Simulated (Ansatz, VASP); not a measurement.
**GaSb3: VASP beside Ansatz**

The input INCAR:

```
PREC = Accurate
ENCUT = 520
EDIFF = 1E-7
ISMEAR = 0
SIGMA = 0.1
LREAL = F
LASPH = T
NELM = 100
ALGO = Normal
ISIF = 2
LWAVE = F
LCHARG = F
GGA = PE
NBANDS = 22
```

The input KPOINTS:

```
regular mesh
0
Gamma
  4 4 4
```

POSCAR

```
GaSb3
1.0
    3.1437581100     -3.2138162800      0.0000000000
    3.1437581100      3.2138162800      0.0000000000
    0.0000000000      0.0000000000      6.6203402600
Ga Sb
1 3
Direct
    0.5000000000      0.5000000000      0.0000000000
    0.7301653000      0.2698347000      0.5000000000
    0.2698347000      0.7301653000      0.5000000000
    0.0000000000      0.0000000000      0.0000000000
```

Input for Ansatz:

```yaml
crystal:
  lattice:
    - [3.14375811, -3.21381628, 0.0]
    - [3.14375811, 3.21381628, 0.0]
    - [0.0, 0.0, 6.62034026]
  atoms:
    - { symbol: Ga, position: [0.5, 0.5, 0.0] }
    - { symbol: Sb, position: [0.7301653, 0.2698347, 0.5] }
    - { symbol: Sb, position: [0.2698347, 0.7301653, 0.5] }
    - { symbol: Sb, position: [0.0, 0.0, 0.0] }
basis:
  ecutwfc: 420
kpoints:
  mp_grid: { grid: [4, 4, 4] }
hamiltonian:
  xc: pbe
scf:
  occupations: { method: gaussian, width: 0.1 }
  lower_state_search: "off"
output:
  forces: true
  stress: true
  eigenvalues: true
```

Alike in both runs: task single point; functional PBE; k mesh 4 × 4 × 4; occupations gaussian, width 0.1 eV; no spin polarisation.

|  | VASP | Ansatz |
| --- | --- | --- |
| version | VASP 6.6.1 | Ansatz 0.2.0 |
| potentials or method | VASP PAW PBE potentials, release 64 (Ga_d, Sb), cutoff 520 eV | scalar-relativistic, plane waves, PAW |
| valence electrons in the cell | 28 | 58 |

```csv
,VASP,Ansatz,Ansatz less VASP
gap on the k mesh at the Fermi level (eV),none,none,-
pressure (GPa),-5.8,-5.7,+0.02
"traceless stress, the component that is largest in VASP (GPa)",2.13,2.13,+0.007
rms of the force components (eV/Å),0.122,0.126,+0.0034
```

Atom by atom the forces differ by 0.003 eV/Å (rms over components). A gap of «none» marks a metal or a gap that the smearing closes. VASP's potentials hold 28 valence electrons a cell and Ansatz's 58, so a difference there can come from the potentials and not from the codes.

Spin-orbit coupling is off throughout.
